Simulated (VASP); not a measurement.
BN, 2 atoms in the cell. It takes space group F-43m (No. 216, cubic). Conventional cell: a = 3.606 Å, b = 3.606 Å, c = 3.606 Å, α = 90.00°, β = 90.00°, γ = 90.00°. Within 2.1 Å of N (site symmetry -43m) lie 4 B at 1.56 Å. B (site symmetry -43m) has 4 N at 1.56 Å within 2.1 Å. 

| Quantity | Value |
| --- | --- |
| Program | VASP 6.6.1 |
| Task | single point |
| Functional | PBEsol |
| Potentials or basis | VASP PAW PBE potentials, release 64 (N, B) |
| Cutoff | 520 eV |
| k mesh | 13 × 13 × 13 |
| Occupations | fermi-dirac, width 0.05 eV |
| Spin | no spin polarisation |
| Dipole correction | no |
| Further INCAR settings | ALGO = Normal; EDIFF = 1e-07; NBANDS = 11 |

Potentials or basis: VASP PAW PBE potentials, release 64 (N, B).

Launch:

```sh
$ cat potpaw_PBE.64/N/POTCAR potpaw_PBE.64/B/POTCAR > POTCAR
$ mpirun -np 1 vasp_std > vasp.out
```

Hardware: 1 thread of AMD EPYC 7R13, with other jobs on the host.

**Question.** Estimate the wall time of this run.

**Answer.** Wall time 22 s on 1 thread of AMD EPYC 7R13, on a shared host, peak memory 0.09 GiB. Counts: scf iterations 13, k points 84.
